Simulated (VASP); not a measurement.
# TiO2 (P4_2/mnm) in VASP: a series of runs

The runs below take TiO2 through single point, with PBE.

Program: VASP 6.6.1. These are calculated values, not measurements. Logs are shortened: lines on timing, memory, paths and dates and some standing lists are left out, and cuts for length are marked.

## 1. The cell of the first run

The structure is tetragonal, space group P4_2/mnm (No. 136). The conventional cell has a = 4.752 Å, b = 4.752 Å, c = 3.043 Å, α = 90.00°, β = 90.00°, γ = 90.00°. Ti (site symmetry mmm) has 6 O at 2.01 to 2.05 Å within 2.7 Å. O (site symmetry m2m) has 3 Ti at 2.01 to 2.05 Å and 1 O at 2.62 Å within 2.7 Å.

## 2. Single point, PBE

Contents of INCAR:

```
SYSTEM = TiO2
  ALGO = Normal
  EDIFF = 1E-6
  ENCUT = 520
  GGA = PE
  ISIF = 2
  ISMEAR = 0
  LASPH = .TRUE.
  LCHARG = .FALSE.
  LREAL = .FALSE.
  LWAVE = .FALSE.
  NBANDS = 33
  NELM = 60
  PREC = Accurate
  SIGMA = 0.05
```

Contents of KPOINTS:

```
k-points
0
G
  6 6 10
  0 0 0
```

Contents of POSCAR:

```
TiO2
1.0
    4.7517000000      0.0000000000      0.0000000000
    0.0000000000      4.7517000000      0.0000000000
    0.0000000000      0.0000000000      3.0429000000
Ti O
2 4
Direct
    0.0000000000      0.0000000000      0.0000000000
    0.5000000000      0.5000000000      0.5000000000
    0.3050970583      0.3050970583      0.0000000000
    0.1949029417      0.8050970583      0.5000000000
    0.6949029417      0.6949029417      0.0000000000
    0.8050970583      0.1949029417      0.5000000000
```

Potentials or basis: VASP PAW PBE potentials, release 64 (Ti_sv, O).

The run is started by

```
cat potpaw_PBE.64/Ti_sv/POTCAR potpaw_PBE.64/O/POTCAR > POTCAR
mpirun -np 1 vasp_std > vasp.out
```

OUTCAR:

```text
SYSTEM = TiO2
   EDIFF = 1E-6
   ENCUT = 520
   GGA = PE
   ISIF = 2
   ISMEAR = 0
   LASPH = .TRUE.
   LREAL = .FALSE.
   NELM = 60
   PREC = Accurate

 ion  position               nearest neighbor table
   1  0.000  0.000  0.000-   4 2.01   6 2.01   4 2.01   6 2.01   5 2.05   3 2.05
   2  0.500  0.500  0.500-   3 2.01   5 2.01   3 2.01   5 2.01   4 2.05   6 2.05
   3  0.305  0.305  0.000-   2 2.01   2 2.01   1 2.05
   4  0.195  0.805  0.500-   1 2.01   1 2.01   2 2.05
   5  0.695  0.695  0.000-   2 2.01   2 2.01   1 2.05
   6  0.805  0.195  0.500-   1 2.01   1 2.01   2 2.05

  LATTYP: Found a simple tetragonal cell.
 ALAT       =     4.7517000000
 C/A-ratio  =     0.6403813372

  Lattice vectors:

 A1 = (   4.7517000000,   0.0000000000,   0.0000000000)
 A2 = (   0.0000000000,   4.7517000000,   0.0000000000)
 A3 = (   0.0000000000,   0.0000000000,   3.0429000000)

Analysis of symmetry for initial positions (statically):
=====================================================================
 Subroutine PRICEL returns:
 Original cell was already a primitive cell.

 Routine SETGRP: Setting up the symmetry group for a
 simple tetragonal supercell.

 Subroutine GETGRP returns: Found 16 space group operations
 (whereof  8 operations were pure point group operations)
 out of a pool of 16 trial point group operations.

The static configuration has the point symmetry D_2h.
 The point group associated with its full space group is D_4h.

Analysis of symmetry for dynamics (positions and initial velocities):
=====================================================================
 Subroutine PRICEL returns:
 Original cell was already a primitive cell.

 Routine SETGRP: Setting up the symmetry group for a
 simple tetragonal supercell.

 Subroutine GETGRP returns: Found 16 space group operations
 (whereof  8 operations were pure point group operations)
 out of a pool of 16 trial point group operations.

The dynamic configuration has the point symmetry D_2h.
 The point group associated with its full space group is D_4h.

 Subroutine INISYM returns: Found 16 space group operations
 (whereof  8 operations are pure point group operations),
 and found     1 'primitive' translations

----------------------------------------------------------------------------------------

                                     Primitive cell

  volume of cell :      68.7046

  direct lattice vectors                    reciprocal lattice vectors
     4.751700000  0.000000000  0.000000000     0.210450996  0.000000000  0.000000000
     0.000000000  4.751700000  0.000000000     0.000000000  0.210450996  0.000000000
     0.000000000  0.000000000  3.042900000     0.000000000  0.000000000  0.328633869

  length of vectors
     4.751700000  4.751700000  3.042900000     0.210450996  0.210450996  0.328633869

  position of ions in fractional coordinates (direct lattice)
     0.000000000  0.000000000  0.000000000
     0.500000000  0.500000000  0.500000000
     0.305097058  0.305097058  0.000000000
     0.194902942  0.805097058  0.500000000
     0.694902942  0.694902942  0.000000000
     0.805097058  0.194902942  0.500000000

  ion indices of the primitive-cell ions
   primitive index   ion index
                 1           1
                 2           2
                 3           3
                 4           4
                 5           5
                 6           6

----------------------------------------------------------------------------------------

 KPOINTS: k-points

Automatic generation of k-mesh.
 Grid dimensions read from file:
 generate k-points for:    6    6   10

 Generating k-lattice:

  Cartesian coordinates                     Fractional coordinates (reciprocal lattice)
     0.035075166  0.000000000  0.000000000     0.166666667  0.000000000  0.000000000
     0.000000000  0.035075166  0.000000000     0.000000000  0.166666667  0.000000000
     0.000000000  0.000000000  0.032863387     0.000000000  0.000000000  0.100000000

  Length of vectors
     0.035075166  0.035075166  0.032863387

  Shift w.r.t. Gamma in fractional coordinates (k-lattice)
     0.000000000  0.000000000  0.000000000

 Subroutine IBZKPT returns following result:
 ===========================================

 Found     60 irreducible k-points:

 Following reciprocal coordinates:
            Coordinates               Weight
  0.000000  0.000000  0.000000      1.000000
  0.166667  0.000000  0.000000      4.000000
  0.333333  0.000000  0.000000      4.000000
  0.500000  0.000000  0.000000      2.000000
  0.166667  0.166667  0.000000      4.000000
  0.333333  0.166667  0.000000      8.000000
[... 16 lines left out ...]
  0.333333  0.000000  0.200000      8.000000
  0.500000  0.000000  0.200000      4.000000
 [... further k-points ...]
   k-points           NKPTS =     60   k-points in BZ     NKDIM =     60   number of bands    NBANDS=     33
   number of dos      NEDOS =    301   number of ions     NIONS =      6
   total plane-waves  NPLWV =  31104
   dimension x,y,z NGX =    36 NGY =   36 NGZ =   24
   dimension x,y,z NGXF=    72 NGYF=   72 NGZF=   48
   ions per type =               2   4
   NGX,Y,Z   is equivalent  to a cutoff of  12.60, 12.60, 13.11 a.u.
   NGXF,Y,Z  is equivalent  to a cutoff of  25.19, 25.19, 26.22 a.u.
 SYSTEM =  TiO2
   PREC   = accura    normal or accurate (medium, high low for compatibility)
   ISTART =      0    job   : 0-new  1-cont  2-samecut
   ICHARG =      2    charge: 1-file 2-atom 10-const
   ISPIN  =      1    spin polarized calculation?
   LNONCOLLINEAR =      F non collinear calculations
   LSORBIT =      F    spin-orbit coupling
   LASPH  =      T    aspherical Exc in radial PAW
   ENCUT  =  520.0 eV  38.22 Ry    6.18 a.u.   8.84  8.84  5.66*2*pi/ulx,y,z
   NELM   =     60;   NELMIN=  2; NELMDL= -5     # of ELM steps
   EDIFF  = 0.1E-05   stopping-criterion for ELM
   LREAL  =      F    real-space projection
   EDIFFG = 0.1E-04   stopping-criterion for IOM
   NSW    =      0    number of steps for IOM
   IBRION =     -1    ionic relax: 0-MD 1-quasi-New 2-CG
   NFREE  =      0    steps in history (QN), initial steepest desc. (CG)
   ISIF   =      2    stress and relaxation
   ISYM   =      2    0-nonsym 1-usesym 2-fastsym
   POTIM  = 0.5000    time-step for ionic-motion
   TEBEG  =    0.0;   TEEND  =   0.0 temperature during run
   PSTRESS=    0.0 pullay stress
   NELECT =      48.0000    total number of electrons
   NUPDOWN=      -1.0000    fix difference up-down
   EMIN   =  10.00;   EMAX   =-10.00  energy-range for DOS
   EFERMI =   0.00;   METHOD = LEGACY
   ISMEAR =     0;   SIGMA  =   0.05  broadening in eV -4-tet -1-fermi 0-gaus
   EFERMI_NEDOS =   21; number of points for ismear=-14 and -15
   IALGO  =     38    algorithm
   IMIX   =      4    mixing-type and parameters
     AMIX     =   0.40;   BMIX     =  1.00
     AMIX_MAG =   1.60;   BMIX_MAG =  1.00
  volume/ion in A,a.u.               =      11.45        77.27
  Fermi-wavevector in a.u.,A,eV,Ry     =   1.452647  2.745104 28.710776  2.110182
  Thomas-Fermi vector in A             =   2.570005
   LORBIT       =      0    0 simple, 1 ext, 2 COOP (PROOUT), +10 PAW based schemes
   GGA     = PE    functional components
   LHFCALC =     F    Hartree Fock is set to
   AEXX    =    0.0000 exact exchange contribution
   IVDW    =     0    specifies the selected vdW correction
   LEPSILON=     F    determine dielectric tensor
   LRPA    =     F    only Hartree local field effects (RPA)
 non-spin polarized calculation
 Gauss-broadening in eV      SIGMA  =   0.05
  energy-cutoff  :      520.00
  volume of cell :       68.70
 maximum number of plane-waves:      1875
 NGX is ok and might be reduce to    36
   NGX = 17   NGY = 17   NGZ = 11

 number of electron      47.9999981 magnetization

 Free energy of the ion-electron system (eV)
  ---------------------------------------------------
  ext. energy  EPLUGINS =         0.00000000
  ---------------------------------------------------
  free energy    TOTEN  =       -53.47253193 eV

  energy without entropy =      -53.47253193  energy(sigma->0) =      -53.47253193

 E-fermi :   4.2530     XC(G=0): -10.9072

 val. band max:        3.8819484957   @ k =   0.0000   0.0000   0.0000
 cond. band min:       5.5338693738   @ k =   0.0000   0.0000   0.0000
 fundamental gap:      1.6519208781
 Fermi energy:         4.2530213919

 k-point     1 :       0.0000    0.0000    0.0000
  band No.  band energies     occupation
      1     -53.3430      2.00000
      2     -53.3330      2.00000
      3     -29.5705      2.00000
      4     -29.5705      2.00000
      5     -29.4606      2.00000
      6     -29.4606      2.00000
[... 25 lines left out ...]
     32       9.7121      0.00000
     33       9.7121      0.00000

 k-point     2 :       0.1667    0.0000    0.0000
  band No.  band energies     occupation
      1     -53.3423      2.00000
      2     -53.3337      2.00000
      3     -29.5651      2.00000
      4     -29.5647      2.00000
      5     -29.4669      2.00000
      6     -29.4665      2.00000
[... 25 lines left out ...]
     32       9.6371      0.00000
     33       9.6529      0.00000

 k-point     3 :       0.3333    0.0000    0.0000
  band No.  band energies     occupation
      1     -53.3405      2.00000
      2     -53.3355      2.00000
      3     -29.5512      2.00000
      4     -29.5502      2.00000
      5     -29.4824      2.00000
      6     -29.4813      2.00000
[... 25 lines left out ...]
     32       9.4880      0.00000
     33       9.5181      0.00000

 k-point     4 :       0.5000    0.0000    0.0000
  band No.  band energies     occupation
      1     -53.3380      2.00000
      2     -53.3380      2.00000
      3     -29.5405      2.00000
      4     -29.5405      2.00000
      5     -29.4926      2.00000
      6     -29.4926      2.00000
[... 25 lines left out ...]
     32       9.1471      0.00000
     33       9.4274      0.00000

 k-point     5 :       0.1667    0.1667    0.0000
  band No.  band energies     occupation
      1     -53.3417      2.00000
      2     -53.3342      2.00000
      3     -29.5722      2.00000
      4     -29.5494      2.00000
      5     -29.4828      2.00000
      6     -29.4595      2.00000
[... 604 lines left out ...]
 k-point    22 :       0.1667    0.0000    0.2000
  band No.  band energies     occupation
      1     -53.3322      2.00000
      2     -53.3252      2.00000
      3     -29.5489      2.00000
      4     -29.5381      2.00000
      5     -29.5286      2.00000
      6     -29.5267      2.00000
[... 25 lines left out ...]
     32       9.0492      0.00000
     33       9.2523      0.00000

 k-point    23 :       0.3333    0.0000    0.2000
  band No.  band energies     occupation
      1     -53.3307      2.00000
      2     -53.3267      2.00000
      3     -29.5498      2.00000
      4     -29.5365      2.00000
      5     -29.5244      2.00000
      6     -29.5159      2.00000
[... 25 lines left out ...]
     32       8.6904      0.00000
     33       9.2672      0.00000

 k-point    24 :       0.5000    0.0000    0.2000
  band No.  band energies     occupation
      1     -53.3287      2.00000
      2     -53.3287      2.00000
      3     -29.5446      2.00000
      4     -29.5446      2.00000
      5     -29.5135      2.00000
      6     -29.5135      2.00000
[... 25 lines left out ...]
     32       8.5043      0.00000
     33       9.5978      0.00000

 [... further k-points ...]
[... 5 lines left out ...]
  --------------------------------------------------------------------------------------
  -------------------------------------------------------------------------------------
  Total       -5.2283552     -5.2283552     -7.1086625      0.0000000      0.0000000      0.0000000
  in kB     -121.9242135   -121.9242135   -165.7726074      0.0000000      0.0000000      0.0000000
  external PRESSURE =    -136.5403448 kB  Pullay stress =       0.0000000 kB

 VOLUME and BASIS-vectors are now :
 -----------------------------------------------------------------------------
  energy-cutoff  :      520.00
  volume of cell :       68.70
      direct lattice vectors                 reciprocal lattice vectors
     4.751700000  0.000000000  0.000000000     0.210450996  0.000000000  0.000000000
     0.000000000  4.751700000  0.000000000     0.000000000  0.210450996  0.000000000
     0.000000000  0.000000000  3.042900000     0.000000000  0.000000000  0.328633869

 POSITION                                       TOTAL-FORCE (eV/Angst)
 -----------------------------------------------------------------------------------
      0.00000      0.00000      0.00000         0.000000     -0.000000      0.000000
      2.37585      2.37585      1.52145         0.000000     -0.000000      0.000000
      1.44973      1.44973      0.00000         0.219672      0.219672     -0.000000
      0.92612      3.82558      1.52145        -0.219672      0.219672      0.000000
      3.30197      3.30197      0.00000        -0.219672     -0.219672      0.000000
      3.82558      0.92612      1.52145         0.219672     -0.219672      0.000000
 -----------------------------------------------------------------------------------
    total drift:                               -0.000000      0.000000     -0.000000

  FREE ENERGIE OF THE ION-ELECTRON SYSTEM (eV)
  ---------------------------------------------------
  free  energy   TOTEN  =       -53.4725319339 eV

  energy  without entropy=      -53.4725319339  energy(sigma->0) =      -53.47253193
```

It took 3.9 min on 1 thread of Intel Xeon 8259CL, shared host; peak memory 0.24 GiB.

Results:

| Quantity | Value |
| --- | --- |
| Free energy | -53.4725 eV |
| Pressure | -13.7 GPa |
| Largest force | 0.311 eV/Å |
| Band gap on the k mesh | 1.65 eV, direct |

Forces on the atoms (eV/Å):
```
Ti   0.000  0.000  0.000
Ti   0.000  0.000  0.000
O    0.220  0.220  0.000
O   -0.220  0.220  0.000
O   -0.220 -0.220  0.000
O    0.220 -0.220  0.000
```

## 3. Single point, PBE

This run uses another cell than the first one, of 11.54 Å³/atom, 1.008 times its volume.

Contents of INCAR:

```
PREC = Accurate ; ENCUT = 520
EDIFF = 1E-6 ; ISMEAR = 0
SIGMA = 0.05 ; LREAL = F
LASPH = T ; NELM = 80
ALGO = Normal ; ISIF = 2
LWAVE = F ; LCHARG = F
GGA = PE ; NBANDS = 33
```

Contents of KPOINTS:

```
regular mesh
0
Gamma
  6 6 10
```

Edit POSCAR of step 2 so:

```diff
@@ -2,5 +2,5 @@
 1.0
-    4.7517000000      0.0000000000      0.0000000000
-    0.0000000000      4.7517000000      0.0000000000
-    0.0000000000      0.0000000000      3.0429000000
+    4.9684000000      0.0000000000      0.0000000000
+    0.0000000000      4.9684000000      0.0000000000
+    0.0000000000      0.0000000000      2.8058000000
 Ti O
```

Potentials or basis: VASP PAW PBE potentials, release 64 (Ti_sv, O).

The run is started by

```
cat potpaw_PBE.64/Ti_sv/POTCAR potpaw_PBE.64/O/POTCAR > POTCAR
mpirun -np 1 vasp_std > vasp.out
```

OUTCAR:

```text
PREC = Accurate
   ENCUT = 520
   EDIFF = 1E-6
   ISMEAR = 0
   LREAL = F
   LASPH = T
   NELM = 80
   ISIF = 2
   GGA = PE

 ion  position               nearest neighbor table
   1  0.000  0.000  0.000-   4 1.96   6 1.96   4 1.96   6 1.96   5 2.14   3 2.14
   2  0.500  0.500  0.500-   3 1.96   5 1.96   3 1.96   5 1.96   4 2.14   6 2.14
   3  0.305  0.305  0.000-   2 1.96   2 1.96   1 2.14
   4  0.195  0.805  0.500-   1 1.96   1 1.96   2 2.14
   5  0.695  0.695  0.000-   2 1.96   2 1.96   1 2.14
   6  0.805  0.195  0.500-   1 1.96   1 1.96   2 2.14

  LATTYP: Found a simple tetragonal cell.
 ALAT       =     4.9684000000
 C/A-ratio  =     0.5647290878

  Lattice vectors:

 A1 = (   4.9684000000,   0.0000000000,   0.0000000000)
 A2 = (   0.0000000000,   4.9684000000,   0.0000000000)
 A3 = (   0.0000000000,   0.0000000000,   2.8058000000)

Analysis of symmetry for initial positions (statically):
=====================================================================
 Subroutine PRICEL returns:
 Original cell was already a primitive cell.

 Routine SETGRP: Setting up the symmetry group for a
[... 175 lines left out ...]
  free energy    TOTEN  =       -53.04433388 eV

  energy without entropy =      -53.04433388  energy(sigma->0) =      -53.04433388

 E-fermi :   3.6545     XC(G=0): -10.8123

 val. band max:        3.3183514717   @ k =   0.1667   0.1667   0.0000
 cond. band min:       5.0975926030   @ k =   0.5000   0.5000   0.0000
 fundamental gap:      1.7792411313
 Fermi energy:         3.6545157606

 k-point     1 :       0.0000    0.0000    0.0000
  band No.  band energies     occupation
      1     -53.3683      2.00000
      2     -53.3611      2.00000
      3     -29.5944      2.00000
      4     -29.5944      2.00000
      5     -29.5084      2.00000
      6     -29.5084      2.00000
[... 853 lines left out ...]
     32       8.1587      0.00000
     33       9.6599      0.00000

 [... further k-points ...]
[... 5 lines left out ...]
  --------------------------------------------------------------------------------------
  -------------------------------------------------------------------------------------
  Total       -7.9217878     -7.9217878      4.0262396     -0.0000000      0.0000000      0.0000000
  in kB     -183.2499936   -183.2499936     93.1366012     -0.0000000      0.0000000      0.0000000
  external PRESSURE =     -91.1211286 kB  Pullay stress =       0.0000000 kB

 VOLUME and BASIS-vectors are now :
 -----------------------------------------------------------------------------
  energy-cutoff  :      520.00
  volume of cell :       69.26
      direct lattice vectors                 reciprocal lattice vectors
     4.968400000  0.000000000  0.000000000     0.201272039  0.000000000  0.000000000
     0.000000000  4.968400000  0.000000000     0.000000000  0.201272039  0.000000000
     0.000000000  0.000000000  2.805800000     0.000000000  0.000000000  0.356404590

 POSITION                                       TOTAL-FORCE (eV/Angst)
 -----------------------------------------------------------------------------------
      0.00000      0.00000      0.00000         0.000000      0.000000      0.000000
      2.48420      2.48420      1.40290         0.000000      0.000000      0.000000
      1.51584      1.51584      0.00000         0.469569      0.469569      0.000000
      0.96836      4.00004      1.40290        -0.469569      0.469569      0.000000
      3.45256      3.45256      0.00000        -0.469569     -0.469569     -0.000000
      4.00004      0.96836      1.40290         0.469569     -0.469569      0.000000
 -----------------------------------------------------------------------------------
    total drift:                                0.000000     -0.000000     -0.000000

  FREE ENERGIE OF THE ION-ELECTRON SYSTEM (eV)
  ---------------------------------------------------
  free  energy   TOTEN  =       -53.0443338842 eV

  energy  without entropy=      -53.0443338842  energy(sigma->0) =      -53.04433388
```

Wall time 3.4 min (1 thread of Intel Xeon 8259CL, shared host); peak memory 0.25 GiB.

Results:

* Free energy: -53.0443 eV
* Pressure: -9.1 GPa
* Largest force: 0.664 eV/Å
* Band gap on the k mesh: 1.78 eV, indirect (least direct gap 1.80 eV)

Forces on the atoms (eV/Å):
```
Ti   0.000  0.000  0.000
Ti   0.000  0.000  0.000
O    0.470  0.470  0.000
O   -0.470  0.470  0.000
O   -0.470 -0.470  0.000
O    0.470 -0.470  0.000
```

Levels at points of the mesh, in eV from the valence-band top:
| k point | band 21 | band 22 | band 23 | band 24 | band 25 | band 26 | band 27 | band 28 |
| --- | --- | --- | --- | --- | --- | --- | --- | --- |
| (0.00, 0.00, 0.00) | -0.24 | -0.24 | -0.08 | 0.00 | 1.79 | 1.91 | 2.94 | 2.94 |
| (0.50, 0.00, 0.00) | -0.54 | -0.54 | -0.49 | -0.49 | 2.37 | 2.37 | 3.21 | 3.21 |
| (0.50, 0.50, 0.00) | -0.82 | -0.82 | -0.37 | -0.37 | 1.78 | 1.78 | 2.95 | 2.95 |
| (0.00, 0.00, 0.50) | -1.33 | -1.33 | -1.19 | -1.19 | 2.89 | 2.89 | 3.44 | 3.44 |
| (0.50, 0.00, 0.50) | -1.67 | -1.67 | -0.59 | -0.59 | 2.13 | 2.13 | 3.67 | 3.67 |
| (0.50, 0.50, 0.50) | -0.70 | -0.70 | -0.59 | -0.59 | 2.69 | 2.69 | 3.12 | 3.12 |
